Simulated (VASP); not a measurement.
Input of a VASP 6.6.1 run:

INCAR

```
SYSTEM = Ti3Al
PREC = Accurate ; ENCUT = 520
EDIFF = 1E-7 ; ISMEAR = 0
SIGMA = 0.15 ; LREAL = .FALSE.
LASPH = .TRUE. ; NELM = 100
ALGO = Fast ; ISIF = 2
LWAVE = .FALSE. ; LCHARG = .FALSE.
GGA = PE ; NBANDS = 28
```

KPOINTS

```
Automatic mesh
0
G
  18 18 6
  0 0 0
```

Contents of POSCAR:

```
Ti3Al
1.0
    2.8711016544      0.0000000000      0.0000000000
   -1.4355508272      2.4864469696      0.0000000000
    0.0000000000      0.0000000000      9.6124483390
Ti Al
3 1
Direct
    0.6666666667      0.3333333333      0.0000000000
    0.3333333333      0.6666666667      0.7504575700
    0.3333333333      0.6666666667      0.2495424300
    0.6666666667      0.3333333333      0.5000000000
```

Potentials or basis: VASP PAW PBE potentials, release 64 (Ti_sv, Al).

Run with:

```bash
$ cat potpaw_PBE.64/Ti_sv/POTCAR potpaw_PBE.64/Al/POTCAR > POTCAR
$ mpirun -np 1 vasp_std > vasp.out
```

(1) Estimate the pressure.

(2) Estimate the band gap on the k mesh.

(3) What does it give for the largest force?

## Answers

(1) -0.4 GPa.

(2) zero (an odd number of electrons rules out a gap without spin polarisation).

(3) 0.145 eV/Å.
